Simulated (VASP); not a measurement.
# SnSe (Fm-3m) in VASP: a series of runs

SnSe is run at these levels: LDA; tasks: single point, relaxation of cell and atoms.

All numbers are computed with VASP 6.6.1; they aren't measurements. Logs are shortened: lines on timing, memory, paths and dates and some standing lists are left out, and cuts for length are marked.

## (1) The cell of the first run

Symmetry: Fm-3m, No. 225, cubic system. Conventional cell: a = 5.432 Å, b = 5.432 Å, c = 5.432 Å, α = 90.00°, β = 90.00°, γ = 90.00°. Sn (site symmetry m-3m) has 6 Se at 2.72 Å within 3.6 Å. Within 3.6 Å of Se (site symmetry m-3m) lie 6 Sn at 2.72 Å.

## (2) Single point, LDA

Input file INCAR:

```
SYSTEM = SnSe
PREC = Accurate
ENCUT = 520
EDIFF = 1E-6
ISMEAR = 0
SIGMA = 0.01
LREAL = .FALSE.
LASPH = .TRUE.
NELM = 80
ALGO = Normal
ISIF = 2
LWAVE = .FALSE.
LCHARG = .FALSE.
NBANDS = 17
```

Input file KPOINTS:

```
regular mesh
0
G
  8 8 8
  0 0 0
```

Input file POSCAR:

```
SnSe
1.0
    0.0000000000      2.7161686199      2.7161686199
    2.7161686199      0.0000000000      2.7161686199
    2.7161686199      2.7161686199      0.0000000000
Sn Se
1 1
Direct
    0.0000000000      0.0000000000      0.0000000000
    0.5000000000      0.5000000000      0.5000000000
```

Potentials or basis: VASP PAW LDA potentials, release 64 (Sn_d, Se).

Launch:

```
cat potpaw_LDA.64/Sn_d/POTCAR potpaw_LDA.64/Se/POTCAR > POTCAR
mpirun -np 1 vasp_std > vasp.out
```

OUTCAR:

```text
SYSTEM = SnSe
   PREC = Accurate
   ENCUT = 520
   EDIFF = 1E-6
   ISMEAR = 0
   LREAL = .FALSE.
   LASPH = .TRUE.
   NELM = 80
   ISIF = 2

 ion  position               nearest neighbor table
   1  0.000  0.000  0.000-   2 2.72   2 2.72   2 2.72   2 2.72   2 2.72   2 2.72
   2  0.500  0.500  0.500-   1 2.72   1 2.72   1 2.72   1 2.72   1 2.72   1 2.72

  LATTYP: Found a face centered cubic cell.
 ALAT       =     5.4323372398

  Lattice vectors:

 A1 = (   0.0000000000,   2.7161686199,   2.7161686199)
 A2 = (   2.7161686199,   0.0000000000,   2.7161686199)
 A3 = (   2.7161686199,   2.7161686199,   0.0000000000)

Analysis of symmetry for initial positions (statically):
=====================================================================
 Subroutine PRICEL returns:
 Original cell was already a primitive cell.

 Routine SETGRP: Setting up the symmetry group for a
 face centered cubic supercell.

 Subroutine GETGRP returns: Found 48 space group operations
 (whereof 48 operations were pure point group operations)
 out of a pool of 48 trial point group operations.

The static configuration has the point symmetry O_h .

Analysis of symmetry for dynamics (positions and initial velocities):
=====================================================================
 Subroutine PRICEL returns:
 Original cell was already a primitive cell.

 Routine SETGRP: Setting up the symmetry group for a
 face centered cubic supercell.

 Subroutine GETGRP returns: Found 48 space group operations
 (whereof 48 operations were pure point group operations)
 out of a pool of 48 trial point group operations.

The dynamic configuration has the point symmetry O_h .

 Subroutine INISYM returns: Found 48 space group operations
 (whereof 48 operations are pure point group operations),
 and found     1 'primitive' translations

----------------------------------------------------------------------------------------

                                     Primitive cell

  volume of cell :      40.0775

  direct lattice vectors                    reciprocal lattice vectors
     0.000000000  2.716168620  2.716168620    -0.184082828  0.184082828  0.184082828
     2.716168620  0.000000000  2.716168620     0.184082828 -0.184082828  0.184082828
     2.716168620  2.716168620  0.000000000     0.184082828  0.184082828 -0.184082828

  length of vectors
     3.841242500  3.841242500  3.841242500     0.318840810  0.318840810  0.318840810

  position of ions in fractional coordinates (direct lattice)
[... 73 lines left out ...]
   ISPIN  =      1    spin polarized calculation?
   LNONCOLLINEAR =      F non collinear calculations
   LSORBIT =      F    spin-orbit coupling
   LASPH  =      T    aspherical Exc in radial PAW
   ENCUT  =  520.0 eV  38.22 Ry    6.18 a.u.   7.14  7.14  7.14*2*pi/ulx,y,z
   NELM   =     80;   NELMIN=  2; NELMDL= -5     # of ELM steps
   EDIFF  = 0.1E-05   stopping-criterion for ELM
   LREAL  =      F    real-space projection
   EDIFFG = 0.1E-04   stopping-criterion for IOM
   NSW    =      0    number of steps for IOM
   IBRION =     -1    ionic relax: 0-MD 1-quasi-New 2-CG
   NFREE  =      0    steps in history (QN), initial steepest desc. (CG)
   ISIF   =      2    stress and relaxation
   ISYM   =      2    0-nonsym 1-usesym 2-fastsym
   POTIM  = 0.5000    time-step for ionic-motion
   TEBEG  =    0.0;   TEEND  =   0.0 temperature during run
   PSTRESS=    0.0 pullay stress
   NELECT =      20.0000    total number of electrons
   NUPDOWN=      -1.0000    fix difference up-down
   EMIN   =  10.00;   EMAX   =-10.00  energy-range for DOS
   EFERMI =   0.00;   METHOD = LEGACY
   ISMEAR =     0;   SIGMA  =   0.01  broadening in eV -4-tet -1-fermi 0-gaus
   EFERMI_NEDOS =   21; number of points for ismear=-14 and -15
   IALGO  =     38    algorithm
   IMIX   =      4    mixing-type and parameters
     AMIX     =   0.40;   BMIX     =  1.00
     AMIX_MAG =   1.60;   BMIX_MAG =  1.00
  volume/ion in A,a.u.               =      20.04       135.23
  Fermi-wavevector in a.u.,A,eV,Ry     =   1.298528  2.453863 22.941816  1.686176
  Thomas-Fermi vector in A             =   2.429851
   LORBIT       =      0    0 simple, 1 ext, 2 COOP (PROOUT), +10 PAW based schemes
   GGA     = CA    functional components
   LHFCALC =     F    Hartree Fock is set to
   AEXX    =    0.0000 exact exchange contribution
   IVDW    =     0    specifies the selected vdW correction
   LEPSILON=     F    determine dielectric tensor
   LRPA    =     F    only Hartree local field effects (RPA)
 non-spin polarized calculation
 Gauss-broadening in eV      SIGMA  =   0.01
  energy-cutoff  :      520.00
  volume of cell :       40.08
 maximum number of plane-waves:      1106
 NGX is ok and might be reduce to    30
   NGX = 15   NGY = 15   NGZ = 15

 number of electron      19.9999995 magnetization

 Free energy of the ion-electron system (eV)
  ---------------------------------------------------
  ext. energy  EPLUGINS =         0.00000000
  ---------------------------------------------------
  free energy    TOTEN  =        -8.79533062 eV

  energy without entropy =       -8.79533062  energy(sigma->0) =       -8.79533062

 E-fermi :  10.0913     XC(G=0): -11.3184

 val. band max:       10.0178357308   @ k =  -0.2500   0.1250   0.0000
 cond. band min:      10.3164537833   @ k =   0.5000   0.0000   0.0000
 fundamental gap:      0.2986180525
 Fermi energy:        10.0912695138

 k-point     1 :       0.0000    0.0000    0.0000
  band No.  band energies     occupation
      1     -12.2599      2.00000
      2     -12.2599      2.00000
      3     -12.2369      2.00000
      4     -12.2369      2.00000
      5     -12.2369      2.00000
      6      -6.9648      2.00000
[... 457 lines left out ...]
      4     -12.2088      2.00000
      5     -12.1882      2.00000
      6      -4.8264      2.00000
[... 9 lines left out ...]
     16      21.1301      0.00000
     17      21.2165      0.00000

 [... further k-points ...]
[... 5 lines left out ...]
  --------------------------------------------------------------------------------------
  -------------------------------------------------------------------------------------
  Total        6.3402470      6.3402470      6.3402470     -0.0000000      0.0000000      0.0000000
  in kB      253.4641742    253.4641742    253.4641742     -0.0000000      0.0000000      0.0000000
  external PRESSURE =     253.4641742 kB  Pullay stress =       0.0000000 kB

 VOLUME and BASIS-vectors are now :
 -----------------------------------------------------------------------------
  energy-cutoff  :      520.00
  volume of cell :       40.08
      direct lattice vectors                 reciprocal lattice vectors
     0.000000000  2.716168620  2.716168620    -0.184082828  0.184082828  0.184082828
     2.716168620  0.000000000  2.716168620     0.184082828 -0.184082828  0.184082828
     2.716168620  2.716168620  0.000000000     0.184082828  0.184082828 -0.184082828

 POSITION                                       TOTAL-FORCE (eV/Angst)
 -----------------------------------------------------------------------------------
      0.00000      0.00000      0.00000        -0.000000      0.000000      0.000000
      2.71617      2.71617      2.71617         0.000000     -0.000000      0.000000
 -----------------------------------------------------------------------------------
    total drift:                               -0.000000      0.000000      0.000000

  FREE ENERGIE OF THE ION-ELECTRON SYSTEM (eV)
  ---------------------------------------------------
  free  energy   TOTEN  =        -8.7953306213 eV

  energy  without entropy=       -8.7953306213  energy(sigma->0) =       -8.79533062
```

OSZICAR:

```text
N       E                     dE             d eps       ncg     rms          rms(c)
DAV:   1     0.136569899621E+03    0.13657E+03   -0.98125E+03  1002   0.161E+03
DAV:   2     0.277239290809E+01   -0.13380E+03   -0.12968E+03  1067   0.370E+02
DAV:   3    -0.865993682852E+01   -0.11432E+02   -0.11357E+02  1216   0.922E+01
DAV:   4    -0.890809808592E+01   -0.24816E+00   -0.24798E+00  1150   0.140E+01
DAV:   5    -0.891486039006E+01   -0.67623E-02   -0.67619E-02  1369   0.228E+00    0.621E+00
DAV:   6    -0.881270041790E+01    0.10216E+00   -0.15391E-01  1461   0.297E+00    0.387E+00
DAV:   7    -0.879705916462E+01    0.15641E-01   -0.59056E-02  1339   0.131E+00    0.926E-01
DAV:   8    -0.879535260486E+01    0.17066E-02   -0.77334E-03  1373   0.764E-01    0.128E-01
DAV:   9    -0.879532801300E+01    0.24592E-04   -0.42411E-04  1203   0.205E-01    0.595E-02
DAV:  10    -0.879533060624E+01   -0.25932E-05   -0.24258E-05  1218   0.382E-02    0.149E-02
DAV:  11    -0.879533062130E+01   -0.15064E-07   -0.39126E-06  1202   0.180E-02
   1 F= -.87953306E+01 E0= -.87953306E+01  d E =-.100681E-26
```

It took 13 s on 1 thread of AMD EPYC 9R45 (Zen 5), shared host; peak memory 0.13 GiB.

Results:

```
Free energy            : -8.7953 eV
Pressure               : 25.3 GPa
Band gap on the k mesh : 0.30 eV, indirect (least direct gap 0.34 eV)
```

Levels at points of the mesh, in eV from the valence-band top:
```
           k point  band 8  band 9  band 10  band 11  band 12  band 13
(0.00, 0.00, 0.00)   -3.70   -3.70    -3.70     4.87     4.87     4.87
(0.50, 0.00, 0.00)   -3.31   -3.31    -0.92     0.30     0.30     1.39
(0.50, 0.50, 0.00)   -6.83   -5.84    -5.84     1.26     6.62     6.62
```

Caveat: spin-orbit coupling is left out, which moves the levels of the heavy elements. A k mesh can miss the band edges.

## (3) Relaxation of cell and atoms, LDA, target pressure 25 GPa, at which the enthalpy is minimised

This run uses another cell than the first one, of 25.57 Å³/atom, 1.276 times its volume.

Input file INCAR:

```
SYSTEM = SnSe
  PREC = Accurate
  ENCUT = 600
  EDIFF = 1E-7
  ISMEAR = 0
  SIGMA = 0.01
  LREAL = .False.
  LASPH = .True.
  NELM = 60
  ALGO = Normal
  ISIF = 3
  LWAVE = .False.
  LCHARG = .False.
  GGA = CA
  IBRION = 2
  NSW = 80
  EDIFFG = -0.001
  PSTRESS = 250.0
```

Input file KPOINTS:

```
regular mesh
0
Gamma
  8 8 8
  0 0 0
```

Input file POSCAR:

```
SnSe
1.0
    0.0000000000      2.9462619150      2.9462619150
    2.9462619150      0.0000000000      2.9462619150
    2.9462619150      2.9462619150      0.0000000000
Sn Se
1 1
Direct
    0.0000000000      0.0000000000      0.0000000000
    0.5000000000      0.5000000000      0.5000000000
```

Potentials or basis: VASP PAW LDA potentials, release 64 (Sn_d, Se).

Launch:

```
cat potpaw_LDA.64/Sn_d/POTCAR potpaw_LDA.64/Se/POTCAR > POTCAR
mpirun -np 1 vasp_std > vasp.out
```

Wall time 80 s (1 thread of AMD EPYC 9R45 (Zen 5), shared host); peak memory 0.17 GiB.

Results (log left out):

```yaml
Free_energy: -8.8099 eV
Relaxed_volume: 20.08 Å³/atom
Relaxed_cell: a = 3.844 Å, b = 3.844 Å, c = 3.844 Å, α = 60.00°, β = 60.00°, γ = 60.00°
Space_group_after_relaxing_to_0.05_Å: Fm-3m (No. 225)
Energy_change_on_relaxing_the_enthalpy_is_what_falls: +349.9 meV/atom
Ionic_steps: 5
Pressure_after_relaxing: 25.0 GPa
Band_gap_on_the_k_mesh: 0.31 eV, indirect (least direct gap 0.34 eV)
```

Step by step:
```
step  energy change (eV)  largest force (eV/Å)  pressure (GPa)  volume (Å³)
   1              0.0000                0.0000            0.13        51.15
   2              6.5445                0.0000          152.33        27.03
   3              0.5421                0.0000           21.05        41.27
   4              0.6442                0.0000           23.63        40.53
   5              0.6999                0.0000           25.00        40.17
```

Final structure:
```
Sn Se
1.0
     0.00000    2.71816    2.71816
     2.71816    0.00000    2.71816
     2.71816    2.71816    0.00000
Sn Se
1 1
Direct
  0.00000 0.00000 0.00000
  0.50000 0.50000 0.50000
```

Levels at points of the mesh, in eV from the valence-band top:
```csv
k point,band 8,band 9,band 10,band 11,band 12,band 13
"(0.00, 0.00, 0.00)",-3.69,-3.69,-3.69,4.87,4.87,4.90
"(0.50, 0.00, 0.00)",-3.30,-3.30,-0.91,0.31,0.31,1.39
"(0.50, 0.50, 0.00)",-6.82,-5.83,-5.83,1.28,6.61,6.61
```

Caveat: the cell is relaxed towards a set pressure, so the enthalpy falls and the energy may rise; the volume moved by over 15 % at a fixed basis, so the end points are rough; spin-orbit coupling is left out, which moves the levels of the heavy elements.
